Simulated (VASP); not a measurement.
# Lu (P6_3/mmc) in VASP: single point with PBE

Aim: the single point of Lu with PBE.

Program: VASP 6.6.1. These are calculated values, not measurements. Logs are shortened: lines on timing, memory, paths and dates and some standing lists are left out, and cuts for length are marked.

**1. The cell of the first run**

Symmetry: P6_3/mmc, No. 194, hexagonal system. Conventional cell: a = 3.514 Å, b = 3.514 Å, c = 5.417 Å, α = 90.00°, β = 90.00°, γ = 120.00°. Within 4.4 Å of Lu (site symmetry -6m2) lie 12 Lu at 3.38 to 3.51 Å.

**2. Single point, PBE**

Input file INCAR:

```
SYSTEM = Lu
ALGO     = Normal         ! electronic algorithm
EDIFF    = 1E-6           ! SCF threshold, eV
ENCUT    = 520            ! plane-wave cutoff, eV
GGA      = PE             ! functional
ISIF     = 2              ! what is computed and relaxed
ISMEAR   = 0              ! smearing method
LASPH    = .TRUE.         ! aspherical terms in the spheres
LCHARG   = .FALSE.        ! write CHGCAR
LREAL    = .FALSE.        ! projectors in reciprocal space
LWAVE    = .FALSE.        ! write WAVECAR
NBANDS   = 32             ! bands
NELM     = 100            ! most SCF steps
PREC     = Accurate       ! precision mode
SIGMA    = 0.05           ! smearing width, eV
```

Input file KPOINTS:

```
k-points
0
G
  6 6 4
  0 0 0
```

Input file POSCAR:

```
Lu
1.0
    3.5140225447      0.0000000000      0.0000000000
   -1.7570112723      3.0432327932      0.0000000000
    0.0000000000      0.0000000000      5.4169371840
Lu
2
Direct
    0.3333333333      0.6666666667      0.7500000000
    0.6666666667      0.3333333333      0.2500000000
```

Potentials or basis: VASP PAW PBE potentials, release 64 (Lu).

Run with:

```console
$ cat potpaw_PBE.64/Lu/POTCAR > POTCAR
$ mpirun -np 1 vasp_std > vasp.out
```

OUTCAR:

```text
SYSTEM = Lu
   EDIFF = 1E-6
   ENCUT = 520
   GGA = PE
   ISIF = 2
   ISMEAR = 0
   LASPH = .TRUE.
   LREAL = .FALSE.
   NELM = 100
   PREC = Accurate

 ion  position               nearest neighbor table
   1  0.333  0.667  0.750-   2 3.38   2 3.38   2 3.38   2 3.38   2 3.38   2 3.38
   2  0.667  0.333  0.250-   1 3.38   1 3.38   1 3.38   1 3.38   1 3.38   1 3.38

  LATTYP: Found a hexagonal cell.
 ALAT       =     3.5140225447
 C/A-ratio  =     1.5415203275

  Lattice vectors:

 A1 = (   3.5140225447,   0.0000000000,   0.0000000000)
 A2 = (  -1.7570112723,   3.0432327932,   0.0000000000)
 A3 = (   0.0000000000,   0.0000000000,   5.4169371840)

Analysis of symmetry for initial positions (statically):
=====================================================================
 Subroutine PRICEL returns:
 Original cell was already a primitive cell.

 Routine SETGRP: Setting up the symmetry group for a
 hexagonal supercell.

 Subroutine GETGRP returns: Found 24 space group operations
 (whereof 12 operations were pure point group operations)
 out of a pool of 24 trial point group operations.

The static configuration has the point symmetry D_3d.
 The point group associated with its full space group is D_6h.

Analysis of symmetry for dynamics (positions and initial velocities):
=====================================================================
 Subroutine PRICEL returns:
 Original cell was already a primitive cell.

 Routine SETGRP: Setting up the symmetry group for a
 hexagonal supercell.

 Subroutine GETGRP returns: Found 24 space group operations
 (whereof 12 operations were pure point group operations)
 out of a pool of 24 trial point group operations.

The dynamic configuration has the point symmetry D_3d.
 The point group associated with its full space group is D_6h.

 Subroutine INISYM returns: Found 24 space group operations
 (whereof 12 operations are pure point group operations),
 and found     1 'primitive' translations

----------------------------------------------------------------------------------------

                                     Primitive cell

  volume of cell :      57.9287

  direct lattice vectors                    reciprocal lattice vectors
     3.514022545  0.000000000  0.000000000     0.284574156  0.164298966  0.000000000
    -1.757011272  3.043232793  0.000000000     0.000000000  0.328597931  0.000000000
     0.000000000  0.000000000  5.416937184     0.000000000  0.000000000  0.184606165

  length of vectors
     3.514022545  3.514022545  5.416937184     0.328597931  0.328597931  0.184606165

  position of ions in fractional coordinates (direct lattice)
     0.333333333  0.666666667  0.750000000
     0.666666667  0.333333333  0.250000000

  ion indices of the primitive-cell ions
   primitive index   ion index
                 1           1
                 2           2

----------------------------------------------------------------------------------------

 KPOINTS: k-points

Automatic generation of k-mesh.
 Grid dimensions read from file:
 generate k-points for:    6    6    4

 Generating k-lattice:

  Cartesian coordinates                     Fractional coordinates (reciprocal lattice)
     0.047429026  0.027383161  0.000000000     0.166666667  0.000000000  0.000000000
     0.000000000  0.054766322  0.000000000     0.000000000  0.166666667  0.000000000
     0.000000000  0.000000000  0.046151541     0.000000000  0.000000000  0.250000000

  Length of vectors
     0.054766322  0.054766322  0.046151541

  Shift w.r.t. Gamma in fractional coordinates (k-lattice)
     0.000000000  0.000000000  0.000000000

 Subroutine IBZKPT returns following result:
 ===========================================

 Found     21 irreducible k-points:

 Following reciprocal coordinates:
            Coordinates               Weight
  0.000000  0.000000  0.000000      1.000000
  0.166667  0.000000  0.000000      6.000000
  0.333333  0.000000  0.000000      6.000000
  0.500000  0.000000  0.000000      3.000000
  0.166667  0.166667  0.000000      6.000000
  0.333333  0.166667  0.000000     12.000000
[... 13 lines left out ...]
  0.333333  0.166667  0.500000     12.000000
  0.333333  0.333333  0.500000      2.000000
   k-points           NKPTS =     21   k-points in BZ     NKDIM =     21   number of bands    NBANDS=     32
   number of dos      NEDOS =    301   number of ions     NIONS =      2
   total plane-waves  NPLWV =  31360
   dimension x,y,z NGX =    28 NGY =   28 NGZ =   40
   dimension x,y,z NGXF=    56 NGYF=   56 NGZF=   80
   ions per type =               2
   NGX,Y,Z   is equivalent  to a cutoff of  13.25, 13.25, 12.28 a.u.
   NGXF,Y,Z  is equivalent  to a cutoff of  26.49, 26.49, 24.55 a.u.
 SYSTEM =  Lu
   PREC   = accura    normal or accurate (medium, high low for compatibility)
   ISTART =      0    job   : 0-new  1-cont  2-samecut
   ICHARG =      2    charge: 1-file 2-atom 10-const
   ISPIN  =      1    spin polarized calculation?
   LNONCOLLINEAR =      F non collinear calculations
   LSORBIT =      F    spin-orbit coupling
   LASPH  =      T    aspherical Exc in radial PAW
   ENCUT  =  520.0 eV  38.22 Ry    6.18 a.u.   6.53  6.53 10.07*2*pi/ulx,y,z
   NELM   =    100;   NELMIN=  2; NELMDL= -5     # of ELM steps
   EDIFF  = 0.1E-05   stopping-criterion for ELM
   LREAL  =      F    real-space projection
   EDIFFG = 0.1E-04   stopping-criterion for IOM
   NSW    =      0    number of steps for IOM
   IBRION =     -1    ionic relax: 0-MD 1-quasi-New 2-CG
   NFREE  =      0    steps in history (QN), initial steepest desc. (CG)
   ISIF   =      2    stress and relaxation
   ISYM   =      2    0-nonsym 1-usesym 2-fastsym
   POTIM  = 0.5000    time-step for ionic-motion
   TEBEG  =    0.0;   TEEND  =   0.0 temperature during run
   PSTRESS=    0.0 pullay stress
   NELECT =      50.0000    total number of electrons
   NUPDOWN=      -1.0000    fix difference up-down
   EMIN   =  10.00;   EMAX   =-10.00  energy-range for DOS
   EFERMI =   0.00;   METHOD = LEGACY
   ISMEAR =     0;   SIGMA  =   0.05  broadening in eV -4-tet -1-fermi 0-gaus
   EFERMI_NEDOS =   21; number of points for ismear=-14 and -15
   IALGO  =     38    algorithm
   IMIX   =      4    mixing-type and parameters
     AMIX     =   0.40;   BMIX     =  1.00
     AMIX_MAG =   1.60;   BMIX_MAG =  1.00
  volume/ion in A,a.u.               =      28.96       195.46
  Fermi-wavevector in a.u.,A,eV,Ry     =   1.558716  2.945546 33.056655  2.429596
  Thomas-Fermi vector in A             =   2.662180
   LORBIT       =      0    0 simple, 1 ext, 2 COOP (PROOUT), +10 PAW based schemes
   GGA     = PE    functional components
   LHFCALC =     F    Hartree Fock is set to
   AEXX    =    0.0000 exact exchange contribution
   IVDW    =     0    specifies the selected vdW correction
   LEPSILON=     F    determine dielectric tensor
   LRPA    =     F    only Hartree local field effects (RPA)
 non-spin polarized calculation
 Gauss-broadening in eV      SIGMA  =   0.05
  energy-cutoff  :      520.00
  volume of cell :       57.93
 maximum number of plane-waves:      1604
 NGX is ok and might be reduce to    28
   NGX = 13   NGY = 13   NGZ = 21

 number of electron      50.0000009 magnetization

 Free energy of the ion-electron system (eV)
  ---------------------------------------------------
  ext. energy  EPLUGINS =         0.00000000
  ---------------------------------------------------
  free energy    TOTEN  =        -9.07242472 eV

  energy without entropy =       -9.07113061  energy(sigma->0) =       -9.07177767

 E-fermi :   2.2657     XC(G=0): -10.6895

 val. band max:        2.1748005209   @ k =   0.3333   0.1667   0.2500
 cond. band min:       2.2792881023   @ k =   0.3333   0.0000   0.0000
 fundamental gap:      0.1044875815
 Fermi energy:         2.2656948544

 k-point     1 :       0.0000    0.0000    0.0000
  band No.  band energies     occupation
      1     -53.9407      2.00000
      2     -53.9020      2.00000
      3     -24.8934      2.00000
      4     -24.4681      2.00000
      5     -24.4681      2.00000
      6     -24.3758      2.00000
[... 24 lines left out ...]
     31       5.6215      0.00000
     32       5.6215      0.00000

 k-point     2 :       0.1667    0.0000    0.0000
  band No.  band energies     occupation
      1     -53.9346      2.00000
      2     -53.9005      2.00000
      3     -24.8495      2.00000
      4     -24.5477      2.00000
      5     -24.4960      2.00000
      6     -24.4594      2.00000
[... 24 lines left out ...]
     31       5.7449      0.00000
     32       5.7670      0.00000

 k-point     3 :       0.3333    0.0000    0.0000
  band No.  band energies     occupation
      1     -53.9210      2.00000
      2     -53.8987      2.00000
      3     -24.7415      2.00000
      4     -24.7085      2.00000
      5     -24.6163      2.00000
      6     -24.5480      2.00000
[... 24 lines left out ...]
     31       7.0419      0.00000
     32       7.2910      0.00000

 k-point     4 :       0.5000    0.0000    0.0000
  band No.  band energies     occupation
      1     -53.9124      2.00000
      2     -53.8996      2.00000
      3     -24.7894      2.00000
      4     -24.6904      2.00000
      5     -24.6602      2.00000
      6     -24.5728      2.00000
[... 24 lines left out ...]
     31       8.8210      0.00000
     32       8.9621      0.00000

 k-point     5 :       0.1667    0.1667    0.0000
  band No.  band energies     occupation
      1     -53.9247      2.00000
      2     -53.8989      2.00000
      3     -24.7725      2.00000
      4     -24.6303      2.00000
      5     -24.6198      2.00000
      6     -24.5086      2.00000
[... 479 lines left out ...]
     31       8.5842      0.00000
     32       8.5978      0.00000

 k-point    19 :       0.1667    0.1667    0.5000
  band No.  band energies     occupation
      1     -53.9118      2.00000
      2     -53.9118      2.00000
      3     -24.7278      2.00000
      4     -24.7278      2.00000
      5     -24.5052      2.00000
      6     -24.5052      2.00000
[... 24 lines left out ...]
     31       7.3712      0.00000
     32       7.3712      0.00000

 k-point    20 :       0.3333    0.1667    0.5000
  band No.  band energies     occupation
      1     -53.9060      2.00000
      2     -53.9060      2.00000
      3     -24.8034      2.00000
      4     -24.8034      2.00000
      5     -24.5658      2.00000
      6     -24.5658      2.00000
[... 24 lines left out ...]
     31       8.0417      0.00000
     32       8.0417      0.00000

 k-point    21 :       0.3333    0.3333    0.5000
  band No.  band energies     occupation
      1     -53.9041      2.00000
      2     -53.9041      2.00000
      3     -24.7825      2.00000
      4     -24.7825      2.00000
      5     -24.6432      2.00000
      6     -24.6432      2.00000
[... 24 lines left out ...]
     31       7.4726      0.00000
     32       7.4726      0.00000

------------------------ aborting loop because EDIFF is reached ----------------------------------------

  FORCE on cell =-STRESS in cart. coord.  units (eV):
  Direction    XX          YY          ZZ          XY          YZ          ZX
  --------------------------------------------------------------------------------------
  -------------------------------------------------------------------------------------
  Total        0.1838153      0.1838153      0.2471137      0.0000000      0.0000000     -0.0000000
  in kB        5.0839192      5.0839192      6.8346129      0.0000000      0.0000000     -0.0000000
  external PRESSURE =       5.6674838 kB  Pullay stress =       0.0000000 kB

 VOLUME and BASIS-vectors are now :
 -----------------------------------------------------------------------------
  energy-cutoff  :      520.00
  volume of cell :       57.93
      direct lattice vectors                 reciprocal lattice vectors
     3.514022545  0.000000000  0.000000000     0.284574156  0.164298966  0.000000000
    -1.757011272  3.043232793  0.000000000     0.000000000  0.328597931  0.000000000
     0.000000000  0.000000000  5.416937184     0.000000000  0.000000000  0.184606165

 POSITION                                       TOTAL-FORCE (eV/Angst)
 -----------------------------------------------------------------------------------
     -0.00000      2.02882      4.06270         0.000000      0.000000      0.000000
      1.75701      1.01441      1.35423        -0.000000      0.000000      0.000000
 -----------------------------------------------------------------------------------
    total drift:                               -0.000000      0.000000     -0.000000

  FREE ENERGIE OF THE ION-ELECTRON SYSTEM (eV)
  ---------------------------------------------------
  free  energy   TOTEN  =        -9.0724247247 eV

  energy  without entropy=       -9.0711306127  energy(sigma->0) =       -9.07177767
```

Run time: 32 s. Hardware: 1 thread of Intel Xeon Platinum 8375C at 2.90GHz (Ice Lake), shared host; peak memory 0.19 GiB.

Results:

```
Free energy            : -9.0724 eV
Pressure               : 0.6 GPa
Band gap on the k mesh : zero (band 25 reaches 3.53 eV, above the bottom of band 26 at 1.58 eV)
```

Caveat: spin-orbit coupling is left out, which moves the levels of the heavy elements.
